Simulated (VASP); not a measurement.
# Sc (P6_3/mmc) in VASP: notebook

Runs on Sc. Level: LDA. Tasks: single point, relaxation of cell and atoms.

All numbers are computed with VASP 6.6.1; they aren't measurements. Logs are shortened: lines on timing, memory, paths and dates and some standing lists are left out, and cuts for length are marked.

## 1. The cell of the first run

It takes space group P6_3/mmc (No. 194, hexagonal). The conventional cell has a = 3.191 Å, b = 3.191 Å, c = 10.196 Å, α = 90.00°, β = 90.00°, γ = 120.00°. Sc (site symmetry -3m) has 12 Sc at 3.15 to 3.19 Å within 4.1 Å. Within 4.1 Å of Sc (site symmetry -6m2) lie 12 Sc at 3.15 to 3.19 Å.

## 2. Single point, LDA

Contents of INCAR:

```
SYSTEM = Sc
PREC     = Accurate       ! precision mode
ENCUT    = 520            ! plane-wave cutoff, eV
EDIFF    = 1E-7           ! SCF threshold, eV
ISMEAR   = -1             ! smearing method
SIGMA    = 0.1            ! smearing width, eV
LREAL    = .False.        ! projectors in reciprocal space
LASPH    = .True.         ! aspherical terms in the spheres
NELM     = 80             ! most SCF steps
ALGO     = Normal         ! electronic algorithm
ISIF     = 2              ! what is computed and relaxed
LWAVE    = .False.        ! write WAVECAR
LCHARG   = .True.         ! write CHGCAR
LELF     = .True.         ! ELF
LVHAR    = .True.       
NBANDS   = 30             ! bands
```

Contents of KPOINTS:

```
Automatic mesh
0
Gamma
  15 15 4
  0 0 0
```

Contents of POSCAR:

```
Sc
1.0
    3.1909454654      0.0000000000      0.0000000000
   -1.5954727327      2.7634398352      0.0000000000
    0.0000000000      0.0000000000     10.1958383329
Sc
4
Direct
    1.0000000000      0.0000000000      0.0000000000
    1.0000000000      0.0000000000      0.5000000000
    0.3333333333      0.6666666667      0.2500000000
    0.6666666667      0.3333333333      0.7500000000
```

Potentials or basis: VASP PAW LDA potentials, release 64 (Sc_sv).

Command:

```bash
> cat potpaw_LDA.64/Sc_sv/POTCAR > POTCAR
> mpirun -np 1 vasp_std > vasp.out
```

OUTCAR:

```text
SYSTEM = Sc
   PREC = Accurate
   ENCUT = 520
   EDIFF = 1E-7
   ISMEAR = -1
   LREAL = .False.
   LASPH = .True.
   NELM = 80
   ISIF = 2

 ion  position               nearest neighbor table
   1  0.000  0.000  0.000-   3 3.15   4 3.15   4 3.15   3 3.15   4 3.15   3 3.15
   2  0.000  0.000  0.500-   3 3.15   4 3.15   4 3.15   3 3.15   4 3.15   3 3.15
   3  0.333  0.667  0.250-   1 3.15   2 3.15   1 3.15   2 3.15   1 3.15   2 3.15
   4  0.667  0.333  0.750-   1 3.15   2 3.15   1 3.15   2 3.15   1 3.15   2 3.15

  LATTYP: Found a hexagonal cell.
 ALAT       =     3.1909454654
 C/A-ratio  =     3.1952405466

  Lattice vectors:

 A1 = (   3.1909454654,   0.0000000000,   0.0000000000)
 A2 = (  -1.5954727327,   2.7634398352,   0.0000000000)
 A3 = (   0.0000000000,   0.0000000000,  10.1958383329)

Analysis of symmetry for initial positions (statically):
=====================================================================
 Subroutine PRICEL returns:
 Original cell was already a primitive cell.

 Routine SETGRP: Setting up the symmetry group for a
 hexagonal supercell.

 Subroutine GETGRP returns: Found 24 space group operations
 (whereof 12 operations were pure point group operations)
 out of a pool of 24 trial point group operations.

The static configuration has the point symmetry D_3d.
 The point group associated with its full space group is D_6h.

Analysis of symmetry for dynamics (positions and initial velocities):
=====================================================================
 Subroutine PRICEL returns:
 Original cell was already a primitive cell.

 Routine SETGRP: Setting up the symmetry group for a
 hexagonal supercell.

 Subroutine GETGRP returns: Found 24 space group operations
 (whereof 12 operations were pure point group operations)
 out of a pool of 24 trial point group operations.

The dynamic configuration has the point symmetry D_3d.
 The point group associated with its full space group is D_6h.

 Subroutine INISYM returns: Found 24 space group operations
 (whereof 12 operations are pure point group operations),
 and found     1 'primitive' translations

----------------------------------------------------------------------------------------

                                     Primitive cell

  volume of cell :      89.9068

  direct lattice vectors                    reciprocal lattice vectors
     3.190945465  0.000000000  0.000000000     0.313386741  0.180933919  0.000000000
    -1.595472733  2.763439835  0.000000000     0.000000000  0.361867839  0.000000000
     0.000000000  0.000000000 10.195838333     0.000000000  0.000000000  0.098079233

  length of vectors
     3.190945465  3.190945465 10.195838333     0.361867839  0.361867839  0.098079233

  position of ions in fractional coordinates (direct lattice)
     0.000000000  0.000000000  0.000000000
     0.000000000  0.000000000  0.500000000
     0.333333333  0.666666667  0.250000000
     0.666666667  0.333333333  0.750000000

  ion indices of the primitive-cell ions
   primitive index   ion index
                 1           1
                 2           2
                 3           3
                 4           4

----------------------------------------------------------------------------------------

 KPOINTS: Automatic mesh

Automatic generation of k-mesh.
 Grid dimensions read from file:
 generate k-points for:   15   15    4

 Generating k-lattice:

  Cartesian coordinates                     Fractional coordinates (reciprocal lattice)
     0.020892449  0.012062261  0.000000000     0.066666667  0.000000000  0.000000000
     0.000000000  0.024124523  0.000000000     0.000000000  0.066666667  0.000000000
     0.000000000  0.000000000  0.024519808     0.000000000  0.000000000  0.250000000

  Length of vectors
     0.024124523  0.024124523  0.024519808

  Shift w.r.t. Gamma in fractional coordinates (k-lattice)
     0.000000000  0.000000000  0.000000000

 Subroutine IBZKPT returns following result:
 ===========================================

 Found     81 irreducible k-points:

 Following reciprocal coordinates:
            Coordinates               Weight
  0.000000  0.000000  0.000000      1.000000
  0.066667  0.000000  0.000000      6.000000
  0.133333  0.000000  0.000000      6.000000
  0.200000 -0.000000  0.000000      6.000000
  0.266667  0.000000  0.000000      6.000000
  0.333333  0.000000  0.000000      6.000000
[... 16 lines left out ...]
  0.333333  0.200000  0.000000     12.000000
  0.400000  0.200000  0.000000      6.000000
 [... further k-points ...]
   k-points           NKPTS =     81   k-points in BZ     NKDIM =     81   number of bands    NBANDS=     30
   number of dos      NEDOS =    301   number of ions     NIONS =      4
   total plane-waves  NPLWV =  46080
   dimension x,y,z NGX =    24 NGY =   24 NGZ =   80
   dimension x,y,z NGXF=    48 NGYF=   48 NGZF=  160
   ions per type =               4
   NGX,Y,Z   is equivalent  to a cutoff of  12.50, 12.50, 13.04 a.u.
   NGXF,Y,Z  is equivalent  to a cutoff of  25.01, 25.01, 26.09 a.u.
 SYSTEM =  Sc
   PREC   = accura    normal or accurate (medium, high low for compatibility)
   ISTART =      0    job   : 0-new  1-cont  2-samecut
   ICHARG =      2    charge: 1-file 2-atom 10-const
   ISPIN  =      1    spin polarized calculation?
   LNONCOLLINEAR =      F non collinear calculations
   LSORBIT =      F    spin-orbit coupling
   LASPH  =      T    aspherical Exc in radial PAW
   ENCUT  =  520.0 eV  38.22 Ry    6.18 a.u.   5.93  5.93 18.96*2*pi/ulx,y,z
   NELM   =     80;   NELMIN=  2; NELMDL= -5     # of ELM steps
   EDIFF  = 0.1E-06   stopping-criterion for ELM
   LREAL  =      F    real-space projection
   EDIFFG = 0.1E-05   stopping-criterion for IOM
   NSW    =      0    number of steps for IOM
   IBRION =     -1    ionic relax: 0-MD 1-quasi-New 2-CG
   NFREE  =      0    steps in history (QN), initial steepest desc. (CG)
   ISIF   =      2    stress and relaxation
   ISYM   =      2    0-nonsym 1-usesym 2-fastsym
   POTIM  = 0.5000    time-step for ionic-motion
   TEBEG  =    0.0;   TEEND  =   0.0 temperature during run
   PSTRESS=    0.0 pullay stress
   NELECT =      44.0000    total number of electrons
   NUPDOWN=      -1.0000    fix difference up-down
   EMIN   =  10.00;   EMAX   =-10.00  energy-range for DOS
   EFERMI =   0.00;   METHOD = LEGACY
   ISMEAR =    -1;   SIGMA  =   0.10  broadening in eV -4-tet -1-fermi 0-gaus
   EFERMI_NEDOS =   21; number of points for ismear=-14 and -15
   IALGO  =     38    algorithm
   IMIX   =      4    mixing-type and parameters
     AMIX     =   0.40;   BMIX     =  1.00
     AMIX_MAG =   1.60;   BMIX_MAG =  1.00
  volume/ion in A,a.u.               =      22.48       151.68
  Fermi-wavevector in a.u.,A,eV,Ry     =   1.290115  2.437963 22.645477  1.664396
  Thomas-Fermi vector in A             =   2.421966
   LORBIT       =      0    0 simple, 1 ext, 2 COOP (PROOUT), +10 PAW based schemes
   GGA     = CA    functional components
   LHFCALC =     F    Hartree Fock is set to
   AEXX    =    0.0000 exact exchange contribution
   IVDW    =     0    specifies the selected vdW correction
   LEPSILON=     F    determine dielectric tensor
   LRPA    =     F    only Hartree local field effects (RPA)
 non-spin polarized calculation
  energy-cutoff  :      520.00
  volume of cell :       89.91
 maximum number of plane-waves:      2446
 NGX is ok and might be reduce to    24
   NGX = 11   NGY = 11   NGZ = 37

 number of electron      43.9999993 magnetization

 Free energy of the ion-electron system (eV)
  ---------------------------------------------------
  ext. energy  EPLUGINS =         0.00000000
  ---------------------------------------------------
  free energy    TOTEN  =       -26.93953106 eV

  energy without entropy =      -26.71909795  energy(sigma->0) =      -26.82931450

 E-fermi :   4.0516     XC(G=0): -10.5270

 val. band max:        4.0500944390   @ k =   0.4000   0.0000   0.2500
 cond. band min:       4.0601246944   @ k =   0.2667   0.1333   0.2500
 fundamental gap:      0.0100302554
 Fermi energy:         4.0515832379

 k-point     1 :       0.0000    0.0000    0.0000
  band No.  band energies     occupation
      1     -44.5401      2.00000
      2     -44.4970      2.00000
      3     -44.4809      2.00000
      4     -44.4373      2.00000
      5     -23.7993      2.00000
      6     -23.5302      2.00000
[... 22 lines left out ...]
     29       5.9388      0.00000
     30       5.9830      0.00000

 k-point     2 :       0.0667    0.0000    0.0000
  band No.  band energies     occupation
      1     -44.5367      2.00000
      2     -44.4945      2.00000
      3     -44.4785      2.00000
      4     -44.4358      2.00000
      5     -23.7911      2.00000
      6     -23.5327      2.00000
[... 22 lines left out ...]
     29       6.0139      0.00000
     30       6.0269      0.00000

 k-point     3 :       0.1333    0.0000    0.0000
  band No.  band energies     occupation
      1     -44.5269      2.00000
      2     -44.4876      2.00000
      3     -44.4715      2.00000
      4     -44.4318      2.00000
      5     -23.7674      2.00000
      6     -23.5428      2.00000
[... 22 lines left out ...]
     29       5.9872      0.00000
     30       6.2291      0.00000

 k-point     4 :       0.2000   -0.0000    0.0000
  band No.  band energies     occupation
      1     -44.5122      2.00000
      2     -44.4774      2.00000
      3     -44.4613      2.00000
      4     -44.4262      2.00000
      5     -23.7310      2.00000
      6     -23.5673      2.00000
[... 22 lines left out ...]
     29       6.1118      0.00000
     30       6.2080      0.00000

 k-point     5 :       0.2667    0.0000    0.0000
  band No.  band energies     occupation
      1     -44.4945      2.00000
      2     -44.4657      2.00000
      3     -44.4495      2.00000
      4     -44.4204      2.00000
      5     -23.6900      2.00000
      6     -23.6087      2.00000
[... 22 lines left out ...]
     29       5.8963      0.00000
     30       6.4100      0.00000
[... 526 lines left out ...]
     29       5.9886      0.00000
     30       6.2367      0.00000

 k-point    22 :       0.2667    0.2000    0.0000
  band No.  band energies     occupation
      1     -44.4571      2.00000
      2     -44.4434      2.00000
      3     -44.4272      2.00000
      4     -44.4134      2.00000
      5     -23.6865      2.00000
      6     -23.6828      2.00000
[... 22 lines left out ...]
     29       6.0242      0.00000
     30       6.2841      0.00000

 k-point    23 :       0.3333    0.2000    0.0000
  band No.  band energies     occupation
      1     -44.4455      2.00000
      2     -44.4377      2.00000
      3     -44.4215      2.00000
      4     -44.4138      2.00000
      5     -23.7101      2.00000
      6     -23.7010      2.00000
[... 22 lines left out ...]
     29       6.0631      0.00000
     30       6.4912      0.00000

 k-point    24 :       0.4000    0.2000    0.0000
  band No.  band energies     occupation
      1     -44.4407      2.00000
      2     -44.4358      2.00000
      3     -44.4195      2.00000
      4     -44.4146      2.00000
      5     -23.7189      2.00000
      6     -23.7073      2.00000
[... 22 lines left out ...]
     29       6.0968      0.00000
     30       6.6057      0.00000

 [... further k-points ...]
[... 5 lines left out ...]
  --------------------------------------------------------------------------------------
  -------------------------------------------------------------------------------------
  Total        0.0302103      0.0302103      0.0441665      0.0000000      0.0000000      0.0000000
  in kB        0.5383606      0.5383606      0.7870660      0.0000000      0.0000000      0.0000000
  external PRESSURE =       0.6212624 kB  Pullay stress =       0.0000000 kB

 VOLUME and BASIS-vectors are now :
 -----------------------------------------------------------------------------
  energy-cutoff  :      520.00
  volume of cell :       89.91
      direct lattice vectors                 reciprocal lattice vectors
     3.190945465  0.000000000  0.000000000     0.313386741  0.180933919  0.000000000
    -1.595472733  2.763439835  0.000000000     0.000000000  0.361867839  0.000000000
     0.000000000  0.000000000 10.195838333     0.000000000  0.000000000  0.098079233

 POSITION                                       TOTAL-FORCE (eV/Angst)
 -----------------------------------------------------------------------------------
      0.00000      0.00000      0.00000        -0.000000      0.000000     -0.000000
      0.00000      0.00000      5.09792        -0.000000      0.000000     -0.000000
     -0.00000      1.84229      2.54896        -0.000000      0.000000     -0.000000
      1.59547      0.92115      7.64688         0.000000      0.000000      0.000000
 -----------------------------------------------------------------------------------
    total drift:                               -0.000000      0.000000     -0.000000

  FREE ENERGIE OF THE ION-ELECTRON SYSTEM (eV)
  ---------------------------------------------------
  free  energy   TOTEN  =       -26.9395310558 eV

  energy  without entropy=      -26.7190979539  energy(sigma->0) =      -26.82931450
```

Run time: 3.9 min. Hardware: 1 thread of Intel Xeon 6975P-C, shared host; peak memory 0.28 GiB.

What came out:

* Free energy: -26.9395 eV
* Pressure: 0.1 GPa
* Band gap on the k mesh: zero (band 22 reaches 4.89 eV, above the bottom of band 23 at 3.59 eV)

## 3. Relaxation of cell and atoms, LDA

This run uses another cell than the first one, of 25.00 Å³/atom, 1.112 times its volume.

Contents of INCAR:

```
  PREC = Accurate
  ENCUT = 600
  EDIFF = 1E-7
  ISMEAR = -1
  SIGMA = 0.1
  LREAL = F
  LASPH = T
  NELM = 80
  ALGO = Normal
  ISIF = 3
  LWAVE = F
  LCHARG = F
  IBRION = 2
  NSW = 80
  EDIFFG = -0.01
```

Contents of KPOINTS:

```
regular mesh
0
Gamma
  11 11 3
```

Contents of POSCAR:

```
Sc
1.0
    3.2821872170      0.0000000000      0.0000000000
   -1.6410936085      2.8424575099      0.0000000000
    0.0000000000      0.0000000000     10.7196234508
Sc
4
Direct
    0.0000000000      0.0000000000      0.0000000000
    0.0000000000      0.0000000000      0.5000000000
    0.3333333333      0.6666666667      0.2500000000
    0.6666666667      0.3333333333      0.7500000000
```

Potentials or basis: VASP PAW LDA potentials, release 64 (Sc_sv).

Command:

```bash
> cat potpaw_LDA.64/Sc_sv/POTCAR > POTCAR
> mpirun -np 1 vasp_std > vasp.out
```

Wall time 13 min (1 thread of Intel Xeon 6975P-C, shared host); peak memory 0.26 GiB.

The run converged. Its results:

```
Free energy                            : -26.9403 eV
Relaxed volume                         : 22.51 Å³/atom
Relaxed cell                           : a = 3.193 Å, b = 3.193 Å, c = 10.199 Å, α = 90.00°, β = 90.00°, γ = 120.00°
Space group after relaxing (to 0.05 Å) : P6_3/mmc (No. 194)
Energy gained by relaxing              : 44.6 meV/atom
Ionic steps                            : 8
Pressure after relaxing                : 0.0 GPa
Band gap on the k mesh                 : zero (band 22 reaches 4.88 eV, above the bottom of band 23 at 3.74 eV)
```

The path:
```tsv
step	energy change (eV)	largest force (eV/Å)	pressure (GPa)	volume (Å³)
1	0.0000	0.0000	-5.15	100.01
2	-0.1733	0.0000	0.85	88.81
3	-0.1762	0.0000	0.07	89.97
4	-0.1762	0.0000	-0.05	90.17
5	-0.1778	0.0000	-0.08	90.20
6	-0.1783	0.0000	-0.09	90.24
7	-0.1783	0.0000	-0.10	90.24
8	-0.1784	0.0000	0.04	90.03
```

Final structure:
```xyz
4
Lattice="3.1926 0.0000 0.0000 -1.5963 2.7649 0.0000 0.0000 0.0000 10.1993" Properties=species:S:1:pos:R:3 pbc="T T T"
Sc    0.0000    0.0000    0.0000
Sc    0.0000    0.0000    5.0996
Sc    0.0000    1.8433    2.5498
Sc    1.5963    0.9216    7.6494
```

Levels at points of the mesh, in eV from the Fermi level:
```tsv
k point	band 19	band 20	band 21	band 22	band 23	band 24	band 25	band 26
(0.00, 0.00, 0.00)	-3.66	-1.83	0.71	0.84	0.89	1.50	1.50	1.54
```
